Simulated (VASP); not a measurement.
Here is a VASP 6.6.1 calculation.

File INCAR:

```
ALGO = Fast ; EDIFF = 1E-6
ENCUT = 520 ; GGA = PE
ISIF = 2 ; ISMEAR = 0
LASPH = True ; LCHARG = False
LREAL = Auto ; LWAVE = False
NBANDS = 85 ; NELM = 80
PREC = Accurate ; SIGMA = 0.1
```

Contents of KPOINTS:

```
k-points
0
Gamma
  8 8 4
```

Contents of POSCAR:

```
TaBi2O5
1.0
    2.0051836278     -6.2277510192      0.0000000000
    2.0051836278      6.2277510192      0.0000000000
    0.0000000000      0.0000000000     10.7253829053
Ta Bi O
2 4 10
Direct
    0.1554134302      0.8445865698      0.2500000000
    0.8445865698      0.1554134302      0.7500000000
    0.8642216167      0.1357783833      0.0919075519
    0.8642216167      0.1357783833      0.4080924481
    0.1357783833      0.8642216167      0.9080924481
    0.1357783833      0.8642216167      0.5919075519
    0.0535194372      0.9464805628      0.1155238909
    0.0535194372      0.9464805628      0.3844761091
    0.2762356355      0.7237643645      0.3900778940
    0.2762356355      0.7237643645      0.1099221060
    0.9464805628      0.0535194372      0.8844761091
    0.9464805628      0.0535194372      0.6155238909
    0.7237643645      0.2762356355      0.8900778940
    0.7237643645      0.2762356355      0.6099221060
    0.3201189233      0.6798810767      0.7500000000
    0.6798810767      0.3201189233      0.2500000000
```

Potentials or basis: VASP PAW PBE potentials, release 64 (Ta_pv, Bi_d, O).

The run is started by

```sh
$ cat potpaw_PBE.64/Ta_pv/POTCAR potpaw_PBE.64/Bi_d/POTCAR potpaw_PBE.64/O/POTCAR > POTCAR
$ mpirun -np 1 vasp_std > vasp.out
```

Problem. Estimate the band gap on the k mesh.

Solution. Zero (bands 71 and 72 overlap by 0.48 eV).

Problem. Predict the pressure.

Solution. 0.3 GPa.

Problem. Predict the largest force.

Solution. 0.108 eV/Å.

Forces on the atoms (eV/Å):
```
Ta   0.000 -0.102  0.000
Ta   0.000  0.102  0.000
Bi   0.000 -0.004  0.001
Bi   0.000 -0.004 -0.001
Bi   0.000  0.004 -0.001
Bi   0.000  0.004  0.001
O    0.000  0.070 -0.082
O    0.000  0.070  0.082
O    0.000 -0.012  0.021
O    0.000 -0.012 -0.021
O    0.000 -0.070  0.082
O    0.000 -0.070 -0.082
O    0.000  0.012  0.021
O    0.000  0.012 -0.021
O    0.000  0.009  0.000
O    0.000 -0.009  0.000
```

Caveat: spin-orbit coupling is left out, which moves the levels of the heavy elements.
